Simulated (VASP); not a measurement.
Write the native input for VASP 6.6.1 that does the following.

| Quantity | Value |
| --- | --- |
| Task | single point |
| Functional | PBE |
| Dispersion | D4 |
| Potentials or basis | VASP PAW PBE potentials, release 64 (Cu) |
| Cutoff | 520 eV |
| k mesh | 13 × 13 × 13 |
| Occupations | methfessel-paxton, width 0.05 eV |
| Spin | no spin polarisation |
| Dipole correction | no |
| Further INCAR settings | ALGO = Normal; EDIFF = 1e-07; NBANDS = 12 |

The structure of Cu lies in POSCAR:

```
Cu
1.0
    0.0000000000      1.7579543034      1.7579543034
    1.7579543034      0.0000000000      1.7579543034
    1.7579543034      1.7579543034      0.0000000000
Cu
1
Direct
    0.0000000000      0.0000000000      0.0000000000
```

The input as run:

INCAR

```
ALGO     = Normal         # electronic algorithm
EDIFF    = 1E-7           # SCF threshold, eV
ENCUT    = 520            # plane-wave cutoff, eV
GGA      = PE             # functional
ISIF     = 2              # what is computed and relaxed
ISMEAR   = 1              # smearing method
IVDW     = 13             # dispersion correction
LASPH    = T              # aspherical terms in the spheres
LCHARG   = F              # write CHGCAR
LREAL    = F              # projectors in reciprocal space
LWAVE    = F              # write WAVECAR
NBANDS   = 12             # bands
NELM     = 60             # most SCF steps
PREC     = Accurate       # precision mode
SIGMA    = 0.05           # smearing width, eV
```

KPOINTS

```
k-points
0
Gamma
  13 13 13
```

Potentials or basis: VASP PAW PBE potentials, release 64 (Cu).

The run is started by

```sh
$ cat potpaw_PBE.64/Cu/POTCAR > POTCAR
$ mpirun -np 1 vasp_std > vasp.out
```

It gave:

```yaml
Pressure: 9.4 GPa
Dispersion_energy_per_atom: -0.605 eV
```

Caveat: pairwise dispersion overbinds metals, which lowers pressure and volume.

It took 5 s on 1 thread of Intel(R) Xeon(R) 6975P-C (Granite Rapids), with other jobs on the host, peak memory 0.12 GiB.
